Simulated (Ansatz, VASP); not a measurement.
## Two plane-wave programs on AlN

The input INCAR:

```
ALGO     = Normal         # electronic algorithm
EDIFF    = 1E-7           # SCF threshold, eV
ENCUT    = 520            # plane-wave cutoff, eV
GGA      = PS             # functional
ISIF     = 2              # what is computed and relaxed
ISMEAR   = 0              # smearing method
LASPH    = T              # aspherical terms in the spheres
LCHARG   = F              # write CHGCAR
LREAL    = F              # projectors in reciprocal space
LWAVE    = F              # write WAVECAR
NBANDS   = 16             # bands
NELM     = 60             # most SCF steps
PREC     = Accurate       # precision mode
SIGMA    = 0.05           # smearing width, eV
```

KPOINTS

```
k-points
0
Gamma
  9 9 6
```

Contents of POSCAR:

```
AlN
1.0
    3.2223000000      0.0000000000      0.0000000000
   -1.6111500000      2.7905936586      0.0000000000
    0.0000000000      0.0000000000      4.3483000000
Al N
2 2
Direct
    0.3333333333      0.6666666667      0.7500000000
    0.6666666667      0.3333333333      0.2500000000
    0.3333333333      0.6666666667      0.2500000000
    0.6666666667      0.3333333333      0.7500000000
```

Input for Ansatz:

```yaml
crystal:
  lattice:
    - [3.2223, 0.0, 0.0]
    - [-1.61115, 2.7905936586, 0.0]
    - [0.0, 0.0, 4.3483]
  atoms:
    - { symbol: Al, position: [0.3333333333, 0.6666666667, 0.75] }
    - { symbol: Al, position: [0.6666666667, 0.3333333333, 0.25] }
    - { symbol: "N", position: [0.3333333333, 0.6666666667, 0.25] }
    - { symbol: "N", position: [0.6666666667, 0.3333333333, 0.75] }
basis:
  ecutwfc: 520.0
kpoints:
  mp_grid: { grid: [9, 9, 6] }
hamiltonian:
  xc: pbesol
scf:
  occupations: { method: gaussian, width: 0.05 }
output:
  forces: true
  stress: true
  eigenvalues: true
```

Alike in both runs: task single point; functional PBEsol; k mesh 9 × 9 × 6; occupations gaussian, width 0.05 eV; no spin polarisation.

```csv
,VASP,Ansatz
version,VASP 6.6.1,Ansatz 0.2.0
potentials or method,"VASP PAW PBE potentials, release 64 (Al, N), cutoff 520 eV","scalar-relativistic, plane waves, PAW"
valence electrons in the cell,16,16
```

Ansatz gave:

| Item | Value |
| --- | --- |
| gap on the k mesh at the Fermi level (eV) | 3.16 |
| least direct gap on the mesh (eV) | 3.16 |
| pressure (GPa) | 3.6 |
| traceless stress, the component that is largest in VASP (GPa) | -9.50 |

Estimate VASP's values.

gap on the k mesh at the Fermi level (eV): 3.18; least direct gap on the mesh (eV): 3.18; pressure (GPa): 3.6; traceless stress, the component that is largest in VASP (GPa): -9.61.

VASP's potentials were made for PBE, not for PBEsol.
